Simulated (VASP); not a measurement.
# LiF (Griceite) (Fm-3m) in VASP: notebook

The runs below take LiF (Griceite) through relaxation of the atoms, with r2SCAN.

All numbers are computed with VASP 6.6.1; they aren't measurements. Logs are shortened: lines on timing, memory, paths and dates and some standing lists are left out, and cuts for length are marked.

### 1 The cell of the first run

It takes space group Fm-3m (No. 225, cubic). The conventional cell has a = 3.935 Å, b = 3.935 Å, c = 3.935 Å, α = 90.00°, β = 90.00°, γ = 90.00°. Within 2.6 Å of Li (site symmetry m-3m) lie 6 F at 1.97 Å. Within 2.6 Å of F (site symmetry m-3m) lie 6 Li at 1.97 Å.

### 2 Relaxation of the atoms, r2SCAN

POSCAR

```
LiF
1.0
    0.0000000000      1.9676848800      1.9676848800
    1.9676848800      0.0000000000      1.9676848800
    1.9676848800      1.9676848800      0.0000000000
Li F
1 1
Direct
    0.0000000000      0.0000000000      0.0000000000
    0.5000000000      0.5000000000      0.5000000000
```

INCAR.step1

```
SYSTEM = LiF
PREC     = Accurate       ! precision mode
ENCUT    = 520            ! plane-wave cutoff, eV
ISMEAR   = -1             ! smearing method
SIGMA    = 0.02           ! smearing width, eV
LREAL    = .False.        ! projectors in reciprocal space
LASPH    = .True.         ! aspherical terms in the spheres
NELM     = 60             ! most SCF steps
GGA      = PE             ! functional
ALGO     = Normal         ! electronic algorithm
EDIFF    = 1E-4           ! SCF threshold, eV
LWAVE    = .True.         ! write WAVECAR
LCHARG   = .False.        ! write CHGCAR
```

INCAR.step2

```
SYSTEM = LiF
PREC     = Accurate       ! precision mode
ENCUT    = 520            ! plane-wave cutoff, eV
EDIFF    = 1E-7           ! SCF threshold, eV
ISMEAR   = -1             ! smearing method
SIGMA    = 0.02           ! smearing width, eV
LREAL    = .False.        ! projectors in reciprocal space
LASPH    = .True.         ! aspherical terms in the spheres
NELM     = 60             ! most SCF steps
ALGO     = Normal         ! electronic algorithm
ISIF     = 2              ! what is computed and relaxed
LWAVE    = .False.        ! write WAVECAR
LCHARG   = .False.        ! write CHGCAR
METAGGA  = R2SCAN         ! meta-GGA
LMIXTAU  = .True.       
IBRION   = 2              ! ionic algorithm
NSW      = 50             ! ionic steps
EDIFFG   = -0.01          ! ionic threshold
ISTART   = 1
```

KPOINTS

```
regular mesh
0
Gamma
  12 12 12
  0 0 0
```

Potentials or basis: VASP PAW PBE potentials, release 64 (Li_sv, F).

Run with:

```console
$ cat potpaw_PBE.64/Li_sv/POTCAR potpaw_PBE.64/F/POTCAR > POTCAR
$ cp INCAR.step1 INCAR
$ mpirun -np 1 vasp_std > vasp.out
$ cp INCAR.step2 INCAR
$ mpirun -np 1 vasp_std > vasp.out
```

OUTCAR:

```text
SYSTEM = LiF
   PREC = Accurate
   ENCUT = 520
   EDIFF = 1E-7
   ISMEAR = -1
   LREAL = .False.
   LASPH = .True.
   NELM = 60
   ISIF = 2
   METAGGA = R2SCAN
   IBRION = 2
   NSW = 50
   EDIFFG = -0.01
   ISTART = 1

 ion  position               nearest neighbor table
   1  0.000  0.000  0.000-   2 1.97   2 1.97   2 1.97   2 1.97   2 1.97   2 1.97
   2  0.500  0.500  0.500-   1 1.97   1 1.97   1 1.97   1 1.97   1 1.97   1 1.97

  LATTYP: Found a face centered cubic cell.
 ALAT       =     3.9353697600

  Lattice vectors:

 A1 = (   0.0000000000,   1.9676848800,   1.9676848800)
 A2 = (   1.9676848800,   0.0000000000,   1.9676848800)
 A3 = (   1.9676848800,   1.9676848800,   0.0000000000)

Analysis of symmetry for initial positions (statically):
=====================================================================
 Subroutine PRICEL returns:
 Original cell was already a primitive cell.

 Routine SETGRP: Setting up the symmetry group for a
 face centered cubic supercell.

 Subroutine GETGRP returns: Found 48 space group operations
 (whereof 48 operations were pure point group operations)
 out of a pool of 48 trial point group operations.

The static configuration has the point symmetry O_h .

Analysis of symmetry for dynamics (positions and initial velocities):
=====================================================================
 Subroutine PRICEL returns:
 Original cell was already a primitive cell.

 Routine SETGRP: Setting up the symmetry group for a
 face centered cubic supercell.

 Subroutine GETGRP returns: Found 48 space group operations
 (whereof 48 operations were pure point group operations)
 out of a pool of 48 trial point group operations.

The dynamic configuration has the point symmetry O_h .

 Subroutine INISYM returns: Found 48 space group operations
 (whereof 48 operations are pure point group operations),
 and found     1 'primitive' translations

----------------------------------------------------------------------------------------

                                     Primitive cell

  volume of cell :      15.2369

  direct lattice vectors                    reciprocal lattice vectors
     0.000000000  1.967684880  1.967684880    -0.254105729  0.254105729  0.254105729
     1.967684880  0.000000000  1.967684880     0.254105729 -0.254105729  0.254105729
     1.967684880  1.967684880  0.000000000     0.254105729  0.254105729 -0.254105729

  length of vectors
     2.782726644  2.782726644  2.782726644     0.440124032  0.440124032  0.440124032

  position of ions in fractional coordinates (direct lattice)
     0.000000000  0.000000000  0.000000000
     0.500000000  0.500000000  0.500000000

  ion indices of the primitive-cell ions
   primitive index   ion index
                 1           1
                 2           2

----------------------------------------------------------------------------------------

 KPOINTS: regular mesh

Automatic generation of k-mesh.
 Grid dimensions read from file:
 generate k-points for:   12   12   12

 Generating k-lattice:

  Cartesian coordinates                     Fractional coordinates (reciprocal lattice)
    -0.021175477  0.021175477  0.021175477     0.083333333  0.000000000  0.000000000
     0.021175477 -0.021175477  0.021175477     0.000000000  0.083333333  0.000000000
     0.021175477  0.021175477 -0.021175477     0.000000000  0.000000000  0.083333333

  Length of vectors
     0.036677003  0.036677003  0.036677003

  Shift w.r.t. Gamma in fractional coordinates (k-lattice)
     0.000000000  0.000000000  0.000000000

 Subroutine IBZKPT returns following result:
 ===========================================

 Found     72 irreducible k-points:

 Following reciprocal coordinates:
            Coordinates               Weight
  0.000000  0.000000  0.000000      1.000000
  0.083333  0.000000  0.000000      8.000000
  0.166667  0.000000  0.000000      8.000000
  0.250000  0.000000  0.000000      8.000000
  0.333333  0.000000  0.000000      8.000000
  0.416667  0.000000  0.000000      8.000000
[... 16 lines left out ...]
  0.500000  0.166667  0.000000     24.000000
 -0.416667  0.166667  0.000000     24.000000
 [... further k-points ...]
   k-points           NKPTS =     72   k-points in BZ     NKDIM =     72   number of bands    NBANDS=      9
   number of dos      NEDOS =    301   number of ions     NIONS =      2
   total plane-waves  NPLWV =  13824
   dimension x,y,z NGX =    24 NGY =   24 NGZ =   24
   dimension x,y,z NGXF=    48 NGYF=   48 NGZF=   48
   ions per type =               1   1
   NGX,Y,Z   is equivalent  to a cutoff of  14.34, 14.34, 14.34 a.u.
   NGXF,Y,Z  is equivalent  to a cutoff of  28.68, 28.68, 28.68 a.u.
 SYSTEM =  LiF
   PREC   = accura    normal or accurate (medium, high low for compatibility)
   ISTART =      1    job   : 0-new  1-cont  2-samecut
   ICHARG =      0    charge: 1-file 2-atom 10-const
   ISPIN  =      1    spin polarized calculation?
   LNONCOLLINEAR =      F non collinear calculations
   LSORBIT =      F    spin-orbit coupling
   LASPH  =      T    aspherical Exc in radial PAW
   ENCUT  =  520.0 eV  38.22 Ry    6.18 a.u.   5.17  5.17  5.17*2*pi/ulx,y,z
   NELM   =     60;   NELMIN=  2; NELMDL=  0     # of ELM steps
   EDIFF  = 0.1E-06   stopping-criterion for ELM
   LREAL  =      F    real-space projection
   EDIFFG = -.1E-01   stopping-criterion for IOM
   NSW    =     50    number of steps for IOM
   IBRION =      2    ionic relax: 0-MD 1-quasi-New 2-CG
   NFREE  =      1    steps in history (QN), initial steepest desc. (CG)
   ISIF   =      2    stress and relaxation
   ISYM   =      2    0-nonsym 1-usesym 2-fastsym
   POTIM  = 0.5000    time-step for ionic-motion
   TEBEG  =    0.0;   TEEND  =   0.0 temperature during run
   PSTRESS=    0.0 pullay stress
   NELECT =      10.0000    total number of electrons
   NUPDOWN=      -1.0000    fix difference up-down
   EMIN   =  10.00;   EMAX   =-10.00  energy-range for DOS
   EFERMI =   0.00;   METHOD = LEGACY
   ISMEAR =    -1;   SIGMA  =   0.02  broadening in eV -4-tet -1-fermi 0-gaus
   EFERMI_NEDOS =   21; number of points for ismear=-14 and -15
   IALGO  =     38    algorithm
   IMIX   =      4    mixing-type and parameters
     AMIX     =   0.40;   BMIX     =  1.00
     AMIX_MAG =   1.60;   BMIX_MAG =  1.00
  volume/ion in A,a.u.               =       7.62        51.41
  Fermi-wavevector in a.u.,A,eV,Ry     =   1.422687  2.688488 27.538703  2.024038
  Thomas-Fermi vector in A             =   2.543364
   LORBIT       =      0    0 simple, 1 ext, 2 COOP (PROOUT), +10 PAW based schemes
   METAGGA = R2SCAN    functional components
   LHFCALC =     F    Hartree Fock is set to
   AEXX    =    0.0000 exact exchange contribution
   IVDW    =     0    specifies the selected vdW correction
   LEPSILON=     F    determine dielectric tensor
   LRPA    =     F    only Hartree local field effects (RPA)
 conjugate gradient relaxation of ions
 non-spin polarized calculation
  energy-cutoff  :      520.00
  volume of cell :       15.24
 maximum number of plane-waves:       424
 NGX is ok and might be reduce to    24
   NGX = 11   NGY = 11   NGZ = 11

 number of electron      10.0000004 magnetization

 Free energy of the ion-electron system (eV)
  ---------------------------------------------------
  ext. energy  EPLUGINS =         0.00000000
  ---------------------------------------------------
  free energy    TOTEN  =       -11.89650426 eV

  energy without entropy =      -11.89650426  energy(sigma->0) =      -11.89650426

 E-fermi :  -0.7994     XC(G=0): -10.9217

 val. band max:       -1.2014074051   @ k =   0.0000   0.0000   0.0000
 cond. band min:       9.7640380922   @ k =   0.0000   0.0000   0.0000
 fundamental gap:     10.9654454973
 Fermi energy:        -0.7993529400

 k-point     1 :       0.0000    0.0000    0.0000
  band No.  band energies     occupation
      1     -43.1370      2.00000
      2     -22.4951      2.00000
      3      -1.2014      2.00000
      4      -1.2014      2.00000
      5      -1.2014      2.00000
      6       9.7640      0.00000
      7      24.9865      0.00000
      8      24.9865      0.00000
      9      24.9893      0.00000

 k-point     2 :       0.0833    0.0000    0.0000
  band No.  band energies     occupation
      1     -43.1318      2.00000
      2     -22.4659      2.00000
      3      -1.4140      2.00000
      4      -1.2204      2.00000
      5      -1.2204      2.00000
      6       9.9644      0.00000
      7      22.6503      0.00000
      8      24.2407      0.00000
      9      24.2410      0.00000

 k-point     3 :       0.1667    0.0000    0.0000
  band No.  band energies     occupation
      1     -43.1177      2.00000
      2     -22.3857      2.00000
      3      -1.9633      2.00000
      4      -1.2715      2.00000
      5      -1.2715      2.00000
      6      10.4362      0.00000
      7      20.2917      0.00000
      8      22.9331      0.00000
      9      22.9334      0.00000

 k-point     4 :       0.2500    0.0000    0.0000
  band No.  band energies     occupation
      1     -43.0983      2.00000
      2     -22.2721      2.00000
      3      -2.6557      2.00000
      4      -1.3395      2.00000
      5      -1.3395      2.00000
      6      10.9004      0.00000
      7      18.7045      0.00000
      8      21.6658      0.00000
      9      21.6661      0.00000
[... 205 lines left out ...]
 k-point    22 :       0.4167    0.1667    0.0000
  band No.  band energies     occupation
      1     -43.0649      2.00000
      2     -22.0234      2.00000
      3      -3.4963      2.00000
      4      -1.9289      2.00000
      5      -1.7290      2.00000
      6      12.2497      0.00000
      7      17.1525      0.00000
      8      20.3653      0.00000
      9      20.7313      0.00000

 k-point    23 :       0.5000    0.1667    0.0000
  band No.  band energies     occupation
      1     -43.0551      2.00000
      2     -21.9560      2.00000
      3      -3.7676      2.00000
      4      -2.1099      2.00000
      5      -1.6947      2.00000
      6      12.2617      0.00000
      7      16.9169      0.00000
      8      20.2512      0.00000
      9      20.3085      0.00000

 k-point    24 :      -0.4167    0.1667    0.0000
  band No.  band energies     occupation
      1     -43.0537      2.00000
      2     -21.9498      2.00000
      3      -3.7697      2.00000
      4      -2.2302      2.00000
      5      -1.6052      2.00000
      6      12.2113      0.00000
      7      16.7972      0.00000
      8      20.1619      0.00000
      9      20.3917      0.00000

 [... further k-points ...]
[... 5 lines left out ...]
  --------------------------------------------------------------------------------------
  -------------------------------------------------------------------------------------
  Total        0.2788259      0.2788259      0.2788259      0.0000000      0.0000000     -0.0000000
  in kB       29.3188587     29.3188587     29.3188587      0.0000000      0.0000000     -0.0000000
  external PRESSURE =      29.3188587 kB  Pullay stress =       0.0000000 kB

 VOLUME and BASIS-vectors are now :
 -----------------------------------------------------------------------------
  energy-cutoff  :      520.00
  volume of cell :       15.24
      direct lattice vectors                 reciprocal lattice vectors
     0.000000000  1.967684880  1.967684880    -0.254105729  0.254105729  0.254105729
     1.967684880  0.000000000  1.967684880     0.254105729 -0.254105729  0.254105729
     1.967684880  1.967684880  0.000000000     0.254105729  0.254105729 -0.254105729

 POSITION                                       TOTAL-FORCE (eV/Angst)
 -----------------------------------------------------------------------------------
      0.00000      0.00000      0.00000        -0.000000      0.000000      0.000000
      1.96768      1.96768      1.96768         0.000000     -0.000000      0.000000
 -----------------------------------------------------------------------------------
    total drift:                               -0.000000     -0.000000      0.000000

  FREE ENERGIE OF THE ION-ELECTRON SYSTEM (eV)
  ---------------------------------------------------
  free  energy   TOTEN  =       -11.8965042625 eV

  energy  without entropy=      -11.8965042625  energy(sigma->0) =      -11.89650426

 reached required accuracy - stopping structural energy minimisation
```

Wall time 22 s (1 thread of Intel Xeon 6975P-C (Granite Rapids), shared host); peak memory 0.13 GiB.

Results:

* Free energy: -11.8965 eV
* Band gap on the k mesh: 10.97 eV, direct

Final structure:
```yaml
crystal:
  lattice:
    - [0.00000, 1.96768, 1.96768]
    - [1.96768, 0.00000, 1.96768]
    - [1.96768, 1.96768, 0.00000]
  atoms:
    - { symbol: Li, position: [0.00000, 0.00000, 0.00000] }
    - { symbol: F, position: [0.50000, 0.50000, 0.50000] }
```

Caveat: the cutoff is under 1.25 times the usual one of these potentials, so pressure, stress and relaxed cells hold a basis-set (Pulay) error; the relaxation stopped at its first step, so nothing moved; the PAW data sets were made with another functional, which shifts forces and pressure a little. r2SCAN opens gaps a little over a GGA but as a rule still falls short of measured ones.

(Continued in part 2 of 2.)
